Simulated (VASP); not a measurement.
Set up this calculation in VASP 6.6.1, as the native input.

```yaml
Task: single point
Functional: PBE
Potentials_or_basis: VASP PAW PBE potentials, release 64 (Hf_pv)
Cutoff: 520 eV
k_mesh: 7 × 7 × 7
Occupations: fermi-dirac, width 0.05 eV
Spin: non-collinear spin, zero start, spin-orbit coupling
Starting_moments: "[[0.0, 0.0, 0.0]] μB"
Dipole_correction: no
Further_INCAR_settings: ALGO = Normal; EDIFF = 1e-06; NBANDS = 21
```

The structure of Hf lies in POSCAR:

```
Hf
1.0
    0.0000000000      2.2200000000      2.2200000000
    2.2200000000      0.0000000000      2.2200000000
    2.2200000000      2.2200000000      0.0000000000
Hf
1
Direct
    0.0000000000      0.0000000000      0.0000000000
```

The input as run:

INCAR

```
PREC = Accurate
ENCUT = 520
EDIFF = 1E-6
ISMEAR = -1
SIGMA = 0.05
LREAL = F
LASPH = T
NELM = 150
ALGO = Normal
ISIF = 2
LWAVE = F
LCHARG = F
MAGMOM = 0 0 0
LORBIT = 11
LSORBIT = T
GGA_COMPAT = F
LORBMOM = T
LMAXMIX = 4
GGA = PE
NBANDS = 21
```

KPOINTS

```
regular mesh
0
Gamma
  7 7 7
```

Potentials or basis: VASP PAW PBE potentials, release 64 (Hf_pv).

Command:

```bash
$ cat potpaw_PBE.64/Hf_pv/POTCAR > POTCAR
$ mpirun -np 1 vasp_ncl > vasp.out
```

It gave:

The pressure is 2.6 GPa, the net moment is 0.00 μB per cell and the valence electrons inside the program's atomic spheres are Hf 8.43.

Run time: 18 s on 1 thread of Intel Xeon 6975P-C (shared host), peak memory 0.19 GiB.
